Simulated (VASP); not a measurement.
Runs of VASP 6.6.1 on Si3N4. The structure is that of space group P6_3/m (No. 176), or close to it. The cells are those of the table. 

```csv
cell,gap on the mesh (eV),pressure (GPa)
"a = 7.682, b = 7.682, c = 2.895 Å, angles 90.0, 90.0, 120.0°, 14 atoms",5.16,(b)
"a = 7.758, b = 7.758, c = 2.885 Å, angles 90.0, 90.0, 120.0°, 14 atoms",5.01,-7.7
"a = 7.606, b = 7.606, c = 2.906 Å, angles 90.0, 90.0, 120.0°, 14 atoms",(a),-0.2
"a = 7.530, b = 7.530, c = 2.918 Å, angles 90.0, 90.0, 120.0°, 14 atoms",4.83,3.9
```

Alike in all rows: task single point; level r2SCAN; potentials or basis VASP PAW PBE potentials, release 64 (Si, N); no spin polarisation; k mesh 6 × 6 × 8; cutoff (eV) 520; smearing gaussian 0.01 eV.

Q: Fill in the values left out.

A: (a) 5.00; (b) -4.0.

Caveats: the PAW data sets were made with another functional, which shifts forces and pressure a little.

A k mesh can miss the band edges.
